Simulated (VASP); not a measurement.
**Lu: single point with BLYP**

The system is Lu.

```xyz
3
Lattice="5.5433 0.0000 0.0000 -2.7717 4.8007 0.0000 0.0000 0.0000 3.4854" Properties=species:S:1:pos:R:3 pbc="T T T"
Lu    2.7717    4.8007    0.0000
Lu    0.0000    3.2004    1.7427
Lu    2.7717    1.6002    1.7427
```

This isn't the form of Lu at room conditions, which is hcp.

- Program: VASP 6.6.1
- Task: single point
- Functional: BLYP
- Potentials or basis: VASP PAW PBE potentials, release 64 (Lu)
- Cutoff: 520 eV
- k mesh: 8 × 8 × 10
- Occupations: fermi-dirac, width 0.1 eV
- Spin: no spin polarisation

```
Pressure               : -1.3 GPa
Band gap on the k mesh : zero (an odd number of electrons rules out a gap without spin polarisation)
```

Levels at points of the mesh, in eV from the Fermi level:
```csv
k point,band 36,band 37,band 38,band 39,band 40,band 41
"(0.00, 0.00, 0.00)",0.01,0.01,0.05,0.05,0.10,1.88
"(0.50, 0.00, 0.00)",-2.20,0.53,0.69,0.75,0.81,1.16
"(0.00, 0.00, 0.50)",-0.97,-0.97,-0.60,-0.60,1.91,1.91
"(0.50, 0.00, 0.50)",-0.72,-0.19,-0.14,-0.03,0.36,1.55
```

It took 2.9 min on 1 thread of Intel(R) Xeon(R) 6975P-C (Granite Rapids) (shared host), peak memory 0.33 GiB.

Caveat: the PAW data sets were made with another functional, which shifts forces and pressure a little; spin-orbit coupling is left out, which moves the levels of the heavy elements.
